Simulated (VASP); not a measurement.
# SiC (P6_3mc) in VASP: further runs, part 2 of 2

VASP 6.6.1. The steps go on from the part before.

### Step 5. Single point, revPBE+D4

This run uses another cell than the first one, of 10.70 Å³/atom.

File INCAR:

```
ALGO = Normal
EDIFF = 1E-6
ENCUT = 520
GGA = RE
ISIF = 2
ISMEAR = -1
IVDW = 13
LASPH = T
LCHARG = T
LELF = T
LREAL = F
LVHAR = T
LWAVE = F
NBANDS = 36
NELM = 100
PREC = Accurate
SIGMA = 0.05
```

File KPOINTS:

```
k-points
0
Gamma
  10 10 2
```

File POSCAR:

```
SiC
1.0
    3.1154972861      0.0000000000      0.0000000000
   -1.5577486430      2.6980997952      0.0000000000
    0.0000000000      0.0000000000     15.2704665040
Si C
6 6
Direct
    0.6666666667      0.3333333333      0.4583000000
    0.3333333333      0.6666666667      0.9583000000
    0.6666666667      0.3333333333      0.7917000000
    0.3333333333      0.6666666667      0.2917000000
    0.0000000000      0.0000000000      0.6250000000
    0.0000000000      0.0000000000      0.1250000000
    0.6666666667      0.3333333333      0.3333000000
    0.3333333333      0.6666666667      0.8333000000
    0.6666666667      0.3333333333      0.6667000000
    0.3333333333      0.6666666667      0.1667000000
    0.0000000000      0.0000000000      0.5000000000
    0.0000000000      0.0000000000      0.0000000000
```

Potentials or basis: VASP PAW PBE potentials, release 64 (Si, C).

The run is started by

```bash
$ cat potpaw_PBE.64/Si/POTCAR potpaw_PBE.64/C/POTCAR > POTCAR
$ mpirun -np 1 vasp_std > vasp.out
```

OUTCAR:

```text
EDIFF = 1E-6
   ENCUT = 520
   GGA = RE
   ISIF = 2
   ISMEAR = -1
   IVDW = 13
   LASPH = T
   LREAL = F
   NELM = 100
   PREC = Accurate

 ion  position               nearest neighbor table
   1  0.667  0.333  0.458-  11 1.91  11 1.91  11 1.91   7 1.91   4 3.12   4 3.12   4 3.12   5 3.12
                             5 3.12   5 3.12
   2  0.333  0.667  0.958-  12 1.91  12 1.91  12 1.91   8 1.91   3 3.12   3 3.12   3 3.12   6 3.12
                             6 3.12   6 3.12
   3  0.667  0.333  0.792-   8 1.91   8 1.91   8 1.91   9 1.91   2 3.12   2 3.12   2 3.12   5 3.12
                             5 3.12   5 3.12
   4  0.333  0.667  0.292-   7 1.91   7 1.91   7 1.91  10 1.91   1 3.12   1 3.12   1 3.12   6 3.12
                             6 3.12   6 3.12
   5  0.000  0.000  0.625-   9 1.91   9 1.91   9 1.91  11 1.91   3 3.12   1 3.12   3 3.12   1 3.12
                             1 3.12   3 3.12
   6  0.000  0.000  0.125-  10 1.91  10 1.91  10 1.91  12 1.91   4 3.12   2 3.12   2 3.12   4 3.12
                             4 3.12   2 3.12
   7  0.667  0.333  0.333-   4 1.91   4 1.91   4 1.91   1 1.91
   8  0.333  0.667  0.833-   3 1.91   3 1.91   3 1.91   2 1.91
   9  0.667  0.333  0.667-   5 1.91   5 1.91   5 1.91   3 1.91
  10  0.333  0.667  0.167-   6 1.91   6 1.91   6 1.91   4 1.91
  11  0.000  0.000  0.500-   1 1.91   1 1.91   1 1.91   5 1.91
  12  0.000  0.000  0.000-   2 1.91   2 1.91   2 1.91   6 1.91

  LATTYP: Found a hexagonal cell.
 ALAT       =     3.1154972861
 C/A-ratio  =     4.9014539580

  Lattice vectors:

 A1 = (   3.1154972861,   0.0000000000,   0.0000000000)
 A2 = (  -1.5577486430,   2.6980997952,   0.0000000000)
 A3 = (   0.0000000000,   0.0000000000,  15.2704665040)

Analysis of symmetry for initial positions (statically):
=====================================================================
 Subroutine PRICEL returns:
 Original cell was already a primitive cell.

 Routine SETGRP: Setting up the symmetry group for a
[... 172 lines left out ...]
   LRPA    =     F    only Hartree local field effects (RPA)
 non-spin polarized calculation
  energy-cutoff  :      520.00
  volume of cell :      128.36
 maximum number of plane-waves:      3478
 NGX is ok and might be reduce to    24
   NGX = 11   NGY = 11   NGZ = 57

 number of electron      48.0000002 magnetization

 Free energy of the ion-electron system (eV)
  ---------------------------------------------------
  ext. energy  EPLUGINS =         0.00000000
  ---------------------------------------------------
  free energy    TOTEN  =       -86.70747093 eV

  energy without entropy =      -86.70747093  energy(sigma->0) =      -86.70747093

 E-fermi :   8.8459     XC(G=0): -11.1607

 val. band max:        7.8528181043   @ k =   0.0000   0.0000   0.0000
 cond. band min:       9.8869988707   @ k =   0.5000   0.0000   0.0000
 fundamental gap:      2.0341807664
 Fermi energy:         8.8459459679

 k-point     1 :       0.0000    0.0000    0.0000
  band No.  band energies     occupation
      1      -7.3615      2.00000
      2      -6.8582      2.00000
      3      -6.8141      2.00000
      4      -5.3705      2.00000
      5      -5.3381      2.00000
      6      -3.9215      2.00000
[... 925 lines left out ...]
     35      15.2259      0.00000
     36      15.2259      0.00000

 [... further k-points ...]

------------------------ aborting loop because EDIFF is reached ----------------------------------------

  DFT-D4 for vdW energy calculation

  Edisp (eV):   -7.53224

  FORCE on cell =-STRESS in cart. coord.  units (eV):
  Direction    XX          YY          ZZ          XY          YZ          ZX
  --------------------------------------------------------------------------------------
  -------------------------------------------------------------------------------------
  Total      -8.40059    -8.40059    -7.73854    -0.00000     0.00000    -0.00000
  in kB    -104.85345  -104.85345   -96.59000    -0.00000     0.00000    -0.00000
  external pressure =     -102.10 kB  Pullay stress =        0.00 kB

 VOLUME and BASIS-vectors are now :
 -----------------------------------------------------------------------------
  energy-cutoff  :      520.00
  volume of cell :      128.36
      direct lattice vectors                 reciprocal lattice vectors
     3.115497286  0.000000000  0.000000000     0.320976046  0.185315607  0.000000000
    -1.557748643  2.698099795  0.000000000     0.000000000  0.370631213  0.000000000
     0.000000000  0.000000000 15.270466504     0.000000000  0.000000000  0.065485884

 POSITION                                       TOTAL-FORCE (eV/Angst)
 -----------------------------------------------------------------------------------
      1.55775      0.89937      6.99845        -0.000000     -0.000000      0.048728
     -0.00000      1.79873     14.63369        -0.000000     -0.000000      0.048728
      1.55775      0.89937     12.08963         0.000000     -0.000000      0.029424
     -0.00000      1.79873      4.45440         0.000000      0.000000      0.029424
      0.00000      0.00000      9.54404         0.000000     -0.000000      0.046305
      0.00000      0.00000      1.90881         0.000000     -0.000000      0.046305
      1.55775      0.89937      5.08965         0.000000     -0.000000     -0.019922
     -0.00000      1.79873     12.72488        -0.000000      0.000000     -0.019922
      1.55775      0.89937     10.18082        -0.000000      0.000000      0.038276
     -0.00000      1.79873      2.54559         0.000000     -0.000000      0.038276
      0.00000      0.00000      7.63523         0.000000     -0.000000     -0.142812
      0.00000      0.00000      0.00000         0.000000     -0.000000     -0.142812
 -----------------------------------------------------------------------------------
    total drift:                               -0.000000     -0.000000     -0.000375

  FREE ENERGIE OF THE ION-ELECTRON SYSTEM (eV)
  ---------------------------------------------------
  free  energy   TOTEN  =       -94.2397109102 eV

  energy  without entropy=      -94.2397109100  energy(sigma->0) =      -94.23971091
```

OSZICAR:

```text
N       E                     dE             d eps       ncg     rms          rms(c)
DAV:   1     0.124908284471E+03    0.12491E+03   -0.21761E+04  2016   0.120E+03
DAV:   2    -0.850182528125E+02   -0.20993E+03   -0.19615E+03  2608   0.206E+02
DAV:   3    -0.967517903850E+02   -0.11734E+02   -0.11643E+02  2660   0.461E+01
DAV:   4    -0.969374545498E+02   -0.18566E+00   -0.18523E+00  2560   0.661E+00
DAV:   5    -0.969414945797E+02   -0.40400E-02   -0.40371E-02  2576   0.932E-01    0.217E+01
DAV:   6    -0.869124663334E+02    0.10029E+02   -0.29699E+01  2468   0.199E+01    0.100E+01
DAV:   7    -0.867306884890E+02    0.18178E+00   -0.30209E+00  2692   0.658E+00    0.416E+00
DAV:   8    -0.867060280932E+02    0.24660E-01   -0.19043E-01  2472   0.176E+00    0.126E+00
DAV:   9    -0.867060821313E+02   -0.54038E-04   -0.28410E-02  2524   0.803E-01    0.202E-01
DAV:  10    -0.867072533683E+02   -0.11712E-02   -0.25691E-03  2552   0.220E-01    0.993E-02
DAV:  11    -0.867074629343E+02   -0.20957E-03   -0.52321E-04  2380   0.117E-01    0.117E-02
DAV:  12    -0.867074675922E+02   -0.46579E-05   -0.17219E-05  2680   0.197E-02    0.666E-03
DAV:  13    -0.867074703035E+02   -0.27113E-05   -0.29600E-06  2204   0.864E-03    0.329E-03
DAV:  14    -0.867074709307E+02   -0.62725E-06   -0.12512E-07  1504   0.194E-03
   1 F= -.94239711E+02 E0= -.94239711E+02  d E =-.190481E-09
```

It took 64 s on 1 thread of Intel Xeon 6975P-C (Granite Rapids), shared host; peak memory 0.28 GiB.

What came out:

```yaml
Free_energy: -94.2397 eV
Pressure: -10.2 GPa
Largest_force: 0.143 eV/Å
Band_gap_on_the_k_mesh: 2.03 eV (least direct gap 3.12 eV)
Dispersion_energy_per_atom: -0.628 eV
```

Forces on the atoms (eV/Å):
```
Si   0.000  0.000  0.049
Si   0.000  0.000  0.049
Si   0.000  0.000  0.029
Si   0.000  0.000  0.029
Si   0.000  0.000  0.046
Si   0.000  0.000  0.046
C    0.000  0.000 -0.020
C    0.000  0.000 -0.020
C    0.000  0.000  0.038
C    0.000  0.000  0.038
C    0.000  0.000 -0.143
C    0.000  0.000 -0.143
```

Stress tensor (GPa, compression positive):
```
-10.49   0.00   0.00
  0.00 -10.49   0.00
  0.00   0.00  -9.66
```

Levels at points of the mesh, in eV from the valence-band top:
```csv
k point,band 21,band 22,band 23,band 24,band 25,band 26,band 27,band 28
"(0.00, 0.00, 0.00)",-0.30,-0.04,0.00,0.00,4.90,5.07,5.47,5.94
"(0.50, 0.00, 0.00)",-1.78,-1.75,-1.64,-1.08,2.03,2.21,3.17,3.84
"(0.00, 0.00, 0.50)",-0.10,-0.10,-0.10,-0.10,4.97,4.97,5.71,5.71
"(0.50, 0.00, 0.50)",-1.69,-1.69,-1.28,-1.28,2.07,2.07,3.40,3.40
```

Caveat: the cell stands under tension; the PAW data sets were made with another functional, which shifts forces and pressure a little. A k mesh can miss the band edges.

### Step 6. Single point, PBE+D4

This run uses another cell than the first one, of 10.91 Å³/atom.

File INCAR:

```
  PREC = Accurate
  ENCUT = 520
  EDIFF = 1E-7
  ISMEAR = -1
  SIGMA = 0.05
  LREAL = F
  LASPH = T
  NELM = 100
  ALGO = Normal
  ISIF = 2
  LWAVE = F
  LCHARG = T
  GGA = PE
  IVDW = 13
  LELF = T
  LVHAR = T
  NBANDS = 36
```

File KPOINTS:

```
regular mesh
0
Gamma
  10 10 2
```

POSCAR, as its differences from that of step 5:

```diff
@@ -2,5 +2,5 @@
 1.0
-    3.1154972861      0.0000000000      0.0000000000
-   -1.5577486430      2.6980997952      0.0000000000
-    0.0000000000      0.0000000000     15.2704665040
+    3.1357283548      0.0000000000      0.0000000000
+   -1.5678641774      2.7156204146      0.0000000000
+    0.0000000000      0.0000000000     15.3696281560
 Si C
```

Potentials or basis: VASP PAW PBE potentials, release 64 (Si, C).

The run is started by

```bash
$ cat potpaw_PBE.64/Si/POTCAR potpaw_PBE.64/C/POTCAR > POTCAR
$ mpirun -np 1 vasp_std > vasp.out
```

It took 95 s on 1 thread of Intel Xeon 6975P-C (Granite Rapids), shared host; peak memory 0.28 GiB.

The run converged. Its results:

* Free energy: -94.0358 eV
* Pressure: -11.3 GPa
* Largest force: 0.138 eV/Å
* Band gap on the k mesh: 2.03 eV (least direct gap 3.11 eV)
* Dispersion energy per atom: -0.315 eV

Forces in eV/Å, atoms in the order of the input:
```
Si   0.000  0.000  0.050
Si   0.000  0.000  0.050
Si   0.000  0.000  0.024
Si   0.000  0.000  0.024
Si   0.000  0.000  0.047
Si   0.000  0.000  0.047
C    0.000  0.000 -0.015
C    0.000  0.000 -0.015
C    0.000  0.000  0.032
C    0.000  0.000  0.032
C    0.000  0.000 -0.138
C    0.000  0.000 -0.138
```

Stress tensor (GPa, compression positive):
```
-11.54   0.00   0.00
  0.00 -11.54   0.00
  0.00   0.00 -10.79
```

Levels at points of the mesh, in eV from the valence-band top:
| k point | band 22 | band 23 | band 24 | band 25 | band 26 | band 27 |
| --- | --- | --- | --- | --- | --- | --- |
| (0.00, 0.00, 0.00) | -0.05 | 0.00 | 0.00 | 4.71 | 4.88 | 5.27 |
| (0.50, 0.00, 0.00) | -1.73 | -1.63 | -1.08 | 2.03 | 2.19 | 3.12 |
| (0.00, 0.00, 0.50) | -0.10 | -0.10 | -0.10 | 4.77 | 4.77 | 5.50 |
| (0.50, 0.00, 0.50) | -1.68 | -1.28 | -1.28 | 2.06 | 2.06 | 3.34 |

Caveat: the cell stands under tension. A k mesh can miss the band edges.

### Step 7. The runs side by side

```csv
level,cell,gap on the mesh (eV),pressure (GPa),largest force (eV/Å)
r2SCAN+D3(BJ),"a = 3.053, b = 3.053, c = 14.965 Å, angles 90.0, 90.0, 120.0°, 12 atoms",2.39,3.7,0.16
r2SCAN+D3(BJ),"a = 3.074, b = 3.074, c = 15.068 Å, angles 90.0, 90.0, 120.0°, 12 atoms",2.39,-1.2,0.15
PBE+D4,"a = 3.115, b = 3.115, c = 15.270 Å, angles 90.0, 90.0, 120.0°, 12 atoms",2.03,-7.8,0.14
revPBE+D4,"a = 3.115, b = 3.115, c = 15.270 Å, angles 90.0, 90.0, 120.0°, 12 atoms",2.03,-10.2,0.14
PBE+D4,"a = 3.136, b = 3.136, c = 15.370 Å, angles 90.0, 90.0, 120.0°, 12 atoms",2.03,-11.3,0.14
```

Alike in all rows: task single point; potentials or basis VASP PAW PBE potentials, release 64 (Si, C); no spin polarisation; k mesh 10 × 10 × 2; cutoff (eV) 520; smearing fermi-dirac 0.05 eV.

Caveats: the PAW data sets were made with another functional, which shifts forces and pressure a little (at least some runs); the cell stands under tension (at least some runs); the cell stands under pressure (at least some runs).

Total energies depend on the potentials used, so only differences within one code and one set of settings carry meaning.
